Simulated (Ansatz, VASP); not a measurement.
Co: VASP beside Ansatz

```
CELL_PARAMETERS angstrom
2.47200 0.00000 0.00000
-1.23600 2.14081 0.00000
0.00000 0.00000 4.02114
ATOMIC_POSITIONS crystal
Co 0.33333 0.66667 0.25000
Co 0.66667 0.33333 0.75000
```

Alike in both runs: task electric field gradients; functional LDA; k mesh 17 × 17 × 9; occupations fermi-dirac, width 0.03 eV; collinear spin.

```csv
,VASP,Ansatz
version,VASP 6.6.1,Ansatz 0.2.0
potentials or method,"VASP PAW LDA potentials, release 64 (Co)","PAW with Ansatz's default frozen-core files, scalar-relativistic"
plane-wave cutoff (eV),520,420
valence electrons in the cell,18,34
```

VASP gave:

```
pressure (GPa)                                                : -15.2
traceless stress, the component that is largest in VASP (GPa) : -1.61
net moment per atom (μB)                                      : 1.54
size of the moment on the site where the two differ most (μB) : 1.54
size of Vzz on the site where it differs most (V/Å²)          : 2.8
```

Task: Estimate Ansatz's values.

Result: Pressure (GPa): -14.3; traceless stress, the component that is largest in VASP (GPa): -1.76; net moment per atom (μB): 1.57; size of the moment on the site where the two differ most (μB): 1.62; size of Vzz on the site where it differs most (V/Å²): 1.5.

LDA's correlation is that of Perdew and Zunger in VASP and of Perdew and Wang (1992) in Ansatz. Site moments also hang on the region over which each program counts them. VASP's potentials hold 18 valence electrons a cell and Ansatz's 34, so a difference there can come from the potentials and not from the codes.
